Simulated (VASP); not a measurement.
Wanted: the native input for a VASP 6.6.1 run.

```
Task                   : single point
Functional             : LDA
Potentials or basis    : VASP PAW LDA potentials, release 64 (Cu, Te)
Cutoff                 : 520 eV
k mesh                 : 6 × 6 × 5
Occupations            : gaussian, width 0.05 eV
Spin                   : no spin polarisation
Hubbard terms          : Cu d U = 4.0 eV
Dipole correction      : no
Further INCAR settings : ALGO = Normal; EDIFF = 1e-07; NBANDS = 16
```

The structure of CuTe lies in POSCAR:

```
CuTe
1.0
    3.8616632900      0.0000000000      0.0000000000
   -1.9308316500      3.3442985100      0.0000000000
    0.0000000000      0.0000000000      3.7687920500
Cu Te
1 1
Direct
    0.0000000000      0.0000000000      0.0000000000
    0.6666666667      0.3333333333      0.5000000000
```

These files were run (other wordings do the same):

INCAR

```
PREC = Accurate
ENCUT = 520
EDIFF = 1E-7
ISMEAR = 0
SIGMA = 0.05
LREAL = F
LASPH = T
NELM = 150
ALGO = Normal
ISIF = 2
LWAVE = F
LCHARG = F
LMAXMIX = 4
LDAU = T
LDAUTYPE = 2
LDAUL = 2 -1
LDAUU = 4 0
LDAUJ = 0 0
LDAUPRINT = 1
GGA = CA
NBANDS = 16
```

KPOINTS

```
regular mesh
0
Gamma
  6 6 5
```

Potentials or basis: VASP PAW LDA potentials, release 64 (Cu, Te).

Run with:

```sh
$ cat potpaw_LDA.64/Cu/POTCAR potpaw_LDA.64/Te/POTCAR > POTCAR
$ mpirun -np 1 vasp_std > vasp.out
```

Results of the run:

| Property | Result |
| --- | --- |
| Pressure | -10.4 GPa |

Caveat: U without spin polarisation on a metal has little footing; the U is typed as a test and isn't derived for this compound.

Run time: 35 s on 1 thread of AMD EPYC 7R13, with other jobs on the host, peak memory 0.12 GiB.
